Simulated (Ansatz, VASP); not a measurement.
## RbCl: VASP beside Ansatz

INCAR

```
  ALGO = Normal
  EDIFF = 1E-6
  ENCUT = 500
  GGA = PE
  GGA_COMPAT = False
  ISIF = 2
  ISMEAR = 0
  LASPH = True
  LCHARG = False
  LREAL = False
  LWAVE = False
  NBANDS = 15
  NELM = 120
  PREC = Accurate
  SIGMA = 0.1
```

The input KPOINTS:

```
k-points
0
Gamma
  6 6 6
```

Contents of POSCAR:

```
RbCl
1.0
    0.0000000000      3.3184426871      3.3184426871
    3.3184426871      0.0000000000      3.3184426871
    3.3184426871      3.3184426871      0.0000000000
Rb Cl
1 1
Direct
    0.0000000000      0.0000000000      0.0000000000
    0.5000000000      0.5000000000      0.5000000000
```

Input for Ansatz:

```yaml
crystal:
  lattice:
    - [0.0, 3.3184426871, 3.3184426871]
    - [3.3184426871, 0.0, 3.3184426871]
    - [3.3184426871, 3.3184426871, 0.0]
  atoms:
    - { symbol: Rb, position: [0.0, 0.0, 0.0] }
    - { symbol: Cl, position: [0.5, 0.5, 0.5] }
basis:
  ecutwfc: 420
kpoints:
  mp_grid: { grid: [6, 6, 6] }
hamiltonian:
  xc: pbe
scf:
  occupations: { method: gaussian, width: 0.1 }
output:
  forces: true
  stress: true
  eigenvalues: true
```

Alike in both runs: task single point; functional PBE; k mesh 6 × 6 × 6; occupations gaussian, width 0.1 eV; no spin polarisation.

|  | VASP | Ansatz |
| --- | --- | --- |
| version | VASP 6.6.1 | Ansatz 0.2.0 |
| potentials or method | VASP PAW PBE potentials, release 64 (Rb_sv, Cl), cutoff 500 eV | scalar-relativistic, plane waves, PAW |
| valence electrons in the cell | 16 | 16 |

```csv
,VASP,Ansatz,Ansatz less VASP
gap on the k mesh at the Fermi level (eV),4.92,4.92,+0.003
least direct gap on the mesh (eV),4.92,4.92,+0.003
pressure (GPa),0.4,0.4,+0.01
```
